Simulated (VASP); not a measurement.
HfN (zincblende type), 2 atoms in the cell. It takes space group F-43m (No. 216, cubic). The conventional cell has a = 3.622 Å, b = 3.622 Å, c = 3.622 Å, α = 90.00°, β = 90.00°, γ = 90.00°. Within 2.1 Å of Hf (site symmetry -43m) lie 4 N at 1.57 Å. Within 2.1 Å of N (site symmetry -43m) lie 4 Hf at 1.57 Å.  This cell differs from its parent crystal: volume scaled by 0.4.

| Quantity | Value |
| --- | --- |
| Program | VASP 6.6.1 |
| Task | density of states |
| Functional | PBE |
| Potentials or basis | VASP PAW PBE potentials, release 64 (Hf_pv, N) |
| Cutoff | 520 eV |
| k mesh | 14 × 14 × 14 |
| Occupations | fermi-dirac, width 0.08 eV |
| Spin | no spin polarisation |
| Dipole correction | no |
| k mesh for the DOS | 21 × 21 × 21 |
| Occupations for the DOS | tetrahedron |
| Further INCAR settings | ALGO = Normal; EDIFF = 1e-06 |

Potentials or basis: VASP PAW PBE potentials, release 64 (Hf_pv, N).

Launch:

```console
$ cat potpaw_PBE.64/Hf_pv/POTCAR potpaw_PBE.64/N/POTCAR > POTCAR
$ cp INCAR.step1 INCAR
$ cp KPOINTS.step1 KPOINTS
$ mpirun -np 1 vasp_std > vasp.out
$ cp INCAR.step2 INCAR
$ cp KPOINTS.step2 KPOINTS
$ mpirun -np 1 vasp_std > vasp.out
```

Hardware: 1 thread of Intel Xeon 6975P-C (shared host).

Q: How long does it take, and how much memory?

A: Wall time 18 s on 1 thread of Intel Xeon 6975P-C, on a shared host, peak memory 0.16 GiB. Counts: k points 286.
